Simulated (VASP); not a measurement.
# Cs (P6_3/mmc) in VASP: single point with PBE+D3(BJ)

Aim: the single point of Cs with PBE+D3(BJ).

All numbers are computed with VASP 6.6.1; they aren't measurements. Logs are shortened: lines on timing, memory, paths and dates and some standing lists are left out, and cuts for length are marked.

**1. The cell of the first run**

The structure is hexagonal, space group P6_3/mmc (No. 194). Conventional cell: a = 5.341 Å, b = 5.341 Å, c = 17.415 Å, α = 90.00°, β = 90.00°, γ = 120.00°.

**2. Single point, PBE+D3(BJ)**

File INCAR:

```
PREC = Accurate ; ENCUT = 520
EDIFF = 1E-7 ; ISMEAR = 0
SIGMA = 0.1 ; LREAL = F
LASPH = T ; NELM = 80
ALGO = Fast ; ISIF = 2
LWAVE = F ; LCHARG = F
GGA = PE ; IVDW = 12
NBANDS = 26
```

File KPOINTS:

```
regular mesh
0
Gamma
  12 12 4
```

File POSCAR:

```
Cs
1.0
    5.3409860773      0.0000000000      0.0000000000
   -2.6704930387      4.6254296242      0.0000000000
    0.0000000000      0.0000000000     17.4150709083
Cs
4
Direct
    0.0000000000      0.0000000000      0.0000000000
    0.3333333333      0.6666666667      0.7500000000
    0.0000000000      0.0000000000      0.5000000000
    0.6666666667      0.3333333333      0.2500000000
```

Potentials or basis: VASP PAW PBE potentials, release 64 (Cs_sv).

Launch:

```sh
$ cat potpaw_PBE.64/Cs_sv/POTCAR > POTCAR
$ mpirun -np 1 vasp_std > vasp.out
```

OUTCAR:

```text
PREC = Accurate
   ENCUT = 520
   EDIFF = 1E-7
   ISMEAR = 0
   LREAL = F
   LASPH = T
   NELM = 80
   ISIF = 2
   GGA = PE
   IVDW = 12
 IVDW          = 12

 ion  position               nearest neighbor table
   1  0.000  0.000  0.000-
   2  0.333  0.667  0.750-
   3  0.000  0.000  0.500-
   4  0.667  0.333  0.250-

  LATTYP: Found a hexagonal cell.
 ALAT       =     5.3409860773
 C/A-ratio  =     3.2606471270

  Lattice vectors:

 A1 = (   5.3409860773,   0.0000000000,   0.0000000000)
 A2 = (  -2.6704930387,   4.6254296242,   0.0000000000)
 A3 = (   0.0000000000,   0.0000000000,  17.4150709083)

Analysis of symmetry for initial positions (statically):
=====================================================================
 Subroutine PRICEL returns:
 Original cell was already a primitive cell.

 Routine SETGRP: Setting up the symmetry group for a
 hexagonal supercell.

 Subroutine GETGRP returns: Found 24 space group operations
 (whereof 12 operations were pure point group operations)
 out of a pool of 24 trial point group operations.

The static configuration has the point symmetry D_3d.
 The point group associated with its full space group is D_6h.

Analysis of symmetry for dynamics (positions and initial velocities):
=====================================================================
 Subroutine PRICEL returns:
 Original cell was already a primitive cell.

 Routine SETGRP: Setting up the symmetry group for a
 hexagonal supercell.

 Subroutine GETGRP returns: Found 24 space group operations
 (whereof 12 operations were pure point group operations)
 out of a pool of 24 trial point group operations.

The dynamic configuration has the point symmetry D_3d.
 The point group associated with its full space group is D_6h.

 Subroutine INISYM returns: Found 24 space group operations
 (whereof 12 operations are pure point group operations),
 and found     1 'primitive' translations

----------------------------------------------------------------------------------------

                                     Primitive cell

  volume of cell :     430.2281

  direct lattice vectors                    reciprocal lattice vectors
     5.340986077  0.000000000  0.000000000     0.187231344  0.108098067  0.000000000
    -2.670493039  4.625429624  0.000000000     0.000000000  0.216196133  0.000000000
     0.000000000  0.000000000 17.415070908     0.000000000  0.000000000  0.057421529

  length of vectors
     5.340986077  5.340986077 17.415070908     0.216196133  0.216196133  0.057421529

  position of ions in fractional coordinates (direct lattice)
     0.000000000  0.000000000  0.000000000
     0.333333333  0.666666667  0.750000000
     0.000000000  0.000000000  0.500000000
     0.666666667  0.333333333  0.250000000

  ion indices of the primitive-cell ions
   primitive index   ion index
                 1           1
                 2           2
                 3           3
                 4           4

----------------------------------------------------------------------------------------

 KPOINTS: regular mesh

Automatic generation of k-mesh.
 Grid dimensions read from file:
 generate k-points for:   12   12    4

 Generating k-lattice:

  Cartesian coordinates                     Fractional coordinates (reciprocal lattice)
     0.015602612  0.009008172  0.000000000     0.083333333  0.000000000  0.000000000
     0.000000000  0.018016344  0.000000000     0.000000000  0.083333333  0.000000000
     0.000000000  0.000000000  0.014355382     0.000000000  0.000000000  0.250000000

  Length of vectors
     0.018016344  0.018016344  0.014355382

  Shift w.r.t. Gamma in fractional coordinates (k-lattice)
     0.000000000  0.000000000  0.000000000

 Subroutine IBZKPT returns following result:
 ===========================================

 Found     57 irreducible k-points:

 Following reciprocal coordinates:
            Coordinates               Weight
  0.000000  0.000000  0.000000      1.000000
  0.083333 -0.000000  0.000000      6.000000
  0.166667 -0.000000  0.000000      6.000000
  0.250000  0.000000  0.000000      6.000000
  0.333333 -0.000000  0.000000      6.000000
  0.416667 -0.000000  0.000000      6.000000
[... 16 lines left out ...]
  0.250000  0.000000  0.250000     12.000000
  0.333333 -0.000000  0.250000     12.000000
 [... further k-points ...]
   k-points           NKPTS =     57   k-points in BZ     NKDIM =     57   number of bands    NBANDS=     26
   number of dos      NEDOS =    301   number of ions     NIONS =      4
   total plane-waves  NPLWV = 224000
   dimension x,y,z NGX =    40 NGY =   40 NGZ =  140
   dimension x,y,z NGXF=    80 NGYF=   80 NGZF=  280
   ions per type =               4
   NGX,Y,Z   is equivalent  to a cutoff of  12.45, 12.45, 13.36 a.u.
   NGXF,Y,Z  is equivalent  to a cutoff of  24.90, 24.90, 26.73 a.u.
 SYSTEM =  unknown system
   PREC   = accura    normal or accurate (medium, high low for compatibility)
   ISTART =      0    job   : 0-new  1-cont  2-samecut
   ICHARG =      2    charge: 1-file 2-atom 10-const
   ISPIN  =      1    spin polarized calculation?
   LNONCOLLINEAR =      F non collinear calculations
   LSORBIT =      F    spin-orbit coupling
   LASPH  =      T    aspherical Exc in radial PAW
   ENCUT  =  520.0 eV  38.22 Ry    6.18 a.u.   9.93  9.93 32.38*2*pi/ulx,y,z
   NELM   =     80;   NELMIN=  2; NELMDL= -5     # of ELM steps
   EDIFF  = 0.1E-06   stopping-criterion for ELM
   LREAL  =      F    real-space projection
   EDIFFG = 0.1E-05   stopping-criterion for IOM
   NSW    =      0    number of steps for IOM
   IBRION =     -1    ionic relax: 0-MD 1-quasi-New 2-CG
   NFREE  =      0    steps in history (QN), initial steepest desc. (CG)
   ISIF   =      2    stress and relaxation
   ISYM   =      2    0-nonsym 1-usesym 2-fastsym
   POTIM  = 0.5000    time-step for ionic-motion
   TEBEG  =    0.0;   TEEND  =   0.0 temperature during run
   PSTRESS=    0.0 pullay stress
   NELECT =      36.0000    total number of electrons
   NUPDOWN=      -1.0000    fix difference up-down
   EMIN   =  10.00;   EMAX   =-10.00  energy-range for DOS
   EFERMI =   0.00;   METHOD = LEGACY
   ISMEAR =     0;   SIGMA  =   0.10  broadening in eV -4-tet -1-fermi 0-gaus
   EFERMI_NEDOS =   21; number of points for ismear=-14 and -15
   IALGO  =     68    algorithm
   IMIX   =      4    mixing-type and parameters
     AMIX     =   0.40;   BMIX     =  1.00
     AMIX_MAG =   1.60;   BMIX_MAG =  1.00
  volume/ion in A,a.u.               =     107.56       725.83
  Fermi-wavevector in a.u.,A,eV,Ry     =   0.716049  1.353136  6.976063  0.512726
  Thomas-Fermi vector in A             =   1.804369
   LORBIT       =      0    0 simple, 1 ext, 2 COOP (PROOUT), +10 PAW based schemes
   GGA     = PE    functional components
   LHFCALC =     F    Hartree Fock is set to
   AEXX    =    0.0000 exact exchange contribution
   IVDW    =    12    specifies the selected vdW correction
   LEPSILON=     F    determine dielectric tensor
   LRPA    =     F    only Hartree local field effects (RPA)
 non-spin polarized calculation
 RMM-DIIS sequential band-by-band and
 Gauss-broadening in eV      SIGMA  =   0.10
  energy-cutoff  :      520.00
  volume of cell :      430.23
 maximum number of plane-waves:     11625
 NGX is ok and might be reduce to    40
   NGX = 19   NGY = 19   NGZ = 65

 number of electron      35.9999998 magnetization

 Free energy of the ion-electron system (eV)
  ---------------------------------------------------
  ext. energy  EPLUGINS =         0.00000000
  ---------------------------------------------------
  free energy    TOTEN  =        -3.39511803 eV

  energy without entropy =       -3.36927593  energy(sigma->0) =       -3.38219698

 E-fermi :   0.6231     XC(G=0):  -5.5773

 val. band max:        0.6155316311   @ k =   0.4167   0.0833   0.5000
 cond. band min:       0.6336280220   @ k =   0.4167  -0.0000   0.0000
 fundamental gap:      0.0180963909
 Fermi energy:         0.6231160348

 k-point     1 :       0.0000    0.0000    0.0000
  band No.  band energies     occupation
      1     -23.1901      2.00000
      2     -23.1860      2.00000
      3     -23.1858      2.00000
      4     -23.1816      2.00000
      5     -10.0944      2.00000
      6     -10.0107      2.00000
[... 18 lines left out ...]
     25       2.9972      0.00000
     26       3.0481      0.00000

 k-point     2 :       0.0833   -0.0000    0.0000
  band No.  band energies     occupation
      1     -23.1896      2.00000
      2     -23.1856      2.00000
      3     -23.1854      2.00000
      4     -23.1814      2.00000
      5     -10.0906      2.00000
      6     -10.0118      2.00000
[... 18 lines left out ...]
     25       2.9015      0.00000
     26       2.9865      0.00000

 k-point     3 :       0.1667   -0.0000    0.0000
  band No.  band energies     occupation
      1     -23.1882      2.00000
      2     -23.1846      2.00000
      3     -23.1844      2.00000
      4     -23.1808      2.00000
      5     -10.0798      2.00000
      6     -10.0177      2.00000
[... 18 lines left out ...]
     25       2.5985      0.00000
     26       2.6248      0.00000

 k-point     4 :       0.2500    0.0000    0.0000
  band No.  band energies     occupation
      1     -23.1863      2.00000
      2     -23.1832      2.00000
      3     -23.1831      2.00000
      4     -23.1800      2.00000
      5     -10.0645      2.00000
      6     -10.0359      2.00000
[... 18 lines left out ...]
     25       2.2997      0.00000
     26       2.3155      0.00000

 k-point     5 :       0.3333   -0.0000    0.0000
  band No.  band energies     occupation
      1     -23.1842      2.00000
      2     -23.1818      2.00000
      3     -23.1817      2.00000
      4     -23.1793      2.00000
      5     -10.0636      2.00000
      6     -10.0623      2.00000
[... 18 lines left out ...]
     25       2.1654      0.00000
     26       2.2500      0.00000

 k-point     6 :       0.4167   -0.0000    0.0000
  band No.  band energies     occupation
      1     -23.1825      2.00000
      2     -23.1808      2.00000
      3     -23.1807      2.00000
      4     -23.1790      2.00000
      5     -10.0839      2.00000
      6     -10.0813      2.00000
[... 427 lines left out ...]
 k-point    21 :       0.0833   -0.0000    0.2500
  band No.  band energies     occupation
      1     -23.1893      2.00000
      2     -23.1871      2.00000
      3     -23.1839      2.00000
      4     -23.1817      2.00000
      5     -10.0847      2.00000
      6     -10.0422      2.00000
[... 18 lines left out ...]
     25       2.8748      0.00000
     26       3.0526      0.00000

 k-point    22 :       0.1667   -0.0000    0.2500
  band No.  band energies     occupation
      1     -23.1879      2.00000
      2     -23.1859      2.00000
      3     -23.1831      2.00000
      4     -23.1811      2.00000
      5     -10.0751      2.00000
      6     -10.0414      2.00000
[... 18 lines left out ...]
     25       2.5636      0.00000
     26       2.6919      0.00000

 k-point    23 :       0.2500    0.0000    0.2500
  band No.  band energies     occupation
      1     -23.1860      2.00000
      2     -23.1843      2.00000
      3     -23.1819      2.00000
      4     -23.1802      2.00000
      5     -10.0624      2.00000
      6     -10.0464      2.00000
[... 18 lines left out ...]
     25       2.3756      0.00000
     26       2.3855      0.00000

 k-point    24 :       0.3333   -0.0000    0.2500
  band No.  band energies     occupation
      1     -23.1840      2.00000
      2     -23.1827      2.00000
      3     -23.1808      2.00000
      4     -23.1795      2.00000
      5     -10.0656      2.00000
      6     -10.0547      2.00000
[... 18 lines left out ...]
     25       2.2033      0.00000
     26       2.2926      0.00000

 [... further k-points ...]

------------------------ aborting loop because EDIFF is reached ----------------------------------------

 Edisp (eV)   -0.37782

 E8    (eV) :    -0.2254

  FORCE on cell =-STRESS in cart. coord.  units (eV):
  Direction    XX          YY          ZZ          XY          YZ          ZX
  --------------------------------------------------------------------------------------
  -------------------------------------------------------------------------------------
  Total       0.17328     0.17328     0.12977    -0.00000     0.00000     0.00000
  in kB       0.64531     0.64531     0.48326    -0.00000     0.00000     0.00000
  external pressure =        0.59 kB  Pullay stress =        0.00 kB

 VOLUME and BASIS-vectors are now :
 -----------------------------------------------------------------------------
  energy-cutoff  :      520.00
  volume of cell :      430.23
      direct lattice vectors                 reciprocal lattice vectors
     5.340986077  0.000000000  0.000000000     0.187231344  0.108098067  0.000000000
    -2.670493039  4.625429624  0.000000000     0.000000000  0.216196133  0.000000000
     0.000000000  0.000000000 17.415070908     0.000000000  0.000000000  0.057421529

 POSITION                                       TOTAL-FORCE (eV/Angst)
 -----------------------------------------------------------------------------------
      0.00000      0.00000      0.00000         0.000000      0.000000      0.000000
     -0.00000      3.08362     13.06130         0.000000      0.000000      0.000000
      0.00000      0.00000      8.70754         0.000000      0.000000      0.000000
      2.67049      1.54181      4.35377        -0.000000      0.000000     -0.000000
 -----------------------------------------------------------------------------------
    total drift:                                0.000000     -0.000000     -0.000000

  FREE ENERGIE OF THE ION-ELECTRON SYSTEM (eV)
  ---------------------------------------------------
  free  energy   TOTEN  =        -3.7729418850 eV

  energy  without entropy=       -3.7470997901  energy(sigma->0) =       -3.76002084
```

Run time: 23 min. Hardware: 1 thread of Oxide Virtual Turin-like, shared host; peak memory 0.73 GiB.

Results:

| Quantity | Value |
| --- | --- |
| Free energy | -3.7729 eV |
| Pressure | 0.1 GPa |
| Band gap on the k mesh | zero (band 18 reaches 1.32 eV, above the bottom of band 19 at -0.47 eV) |
| Dispersion energy per atom | -0.094 eV |

Caveat: spin-orbit coupling is left out, which moves the levels of the heavy elements; pairwise dispersion overbinds metals, which lowers pressure and volume.
